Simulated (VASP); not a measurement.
Wanted: the native input for a VASP 6.6.1 run.

```yaml
Task: relaxation of cell and atoms
Functional: PBE
Potentials_or_basis: VASP PAW PBE potentials, release 64 (Al, B, P)
Cutoff: 600 eV
k_mesh: 6 × 6 × 2
Occupations: gaussian, width 0.1 eV
Spin: no spin polarisation
Dipole_correction: no
Further_INCAR_settings: ALGO = Normal; EDIFF = 1e-06; IBRION = 2; EDIFFG = -0.04; NSW = 90; ISIF = 3
```

The structure of AlB2P3 lies in POSCAR:

```
AlB2P3
1.0
    3.5026149900      0.0000000000      0.0000000000
   -1.7513075000      3.0333535600      0.0000000000
    0.0000000000      0.0000000000      8.5796194900
Al B P
1 2 3
Direct
    0.6666666700      0.3333333300      0.3333333300
    0.0000000000      0.0000000000      0.0000000000
    0.3333333300      0.6666666700      0.6666666700
    0.0000000000      0.0000000000      0.2500000000
    0.6666666700      0.3333333300      0.5833333300
    0.3333333300      0.6666666700      0.9166666700
```

One way to write it, as run:

INCAR

```
  PREC = Accurate
  ENCUT = 600
  EDIFF = 1E-6
  ISMEAR = 0
  SIGMA = 0.1
  LREAL = F
  LASPH = T
  NELM = 60
  ALGO = Normal
  ISIF = 3
  LWAVE = F
  LCHARG = F
  GGA = PE
  IBRION = 2
  NSW = 90
  EDIFFG = -0.04
```

KPOINTS

```
Automatic mesh
0
Gamma
  6 6 2
```

Potentials or basis: VASP PAW PBE potentials, release 64 (Al, B, P).

Run with:

```console
$ cat potpaw_PBE.64/Al/POTCAR potpaw_PBE.64/B/POTCAR potpaw_PBE.64/P/POTCAR > POTCAR
$ mpirun -np 1 vasp_std > vasp.out
```

Results of the run:

- Relaxed volume: 14.55 Å³/atom
- Relaxed cell: a = 3.417 Å, b = 3.417 Å, c = 8.638 Å, α = 90.00°, β = 90.00°, γ = 120.00°
- Space group after relaxing (to 0.05 Å): P3m1 (No. 156)
- Energy gained by relaxing: 215.3 meV/atom
- Ionic steps: 10
- Pressure after relaxing: 0.0 GPa
- Largest force after relaxing: 0.020 eV/Å
- Band gap on the k mesh: 0.23 eV, indirect (least direct gap 1.49 eV)

It took 4.7 min on 1 thread of AMD EPYC 7R13 (shared host), peak memory 0.2 GiB.
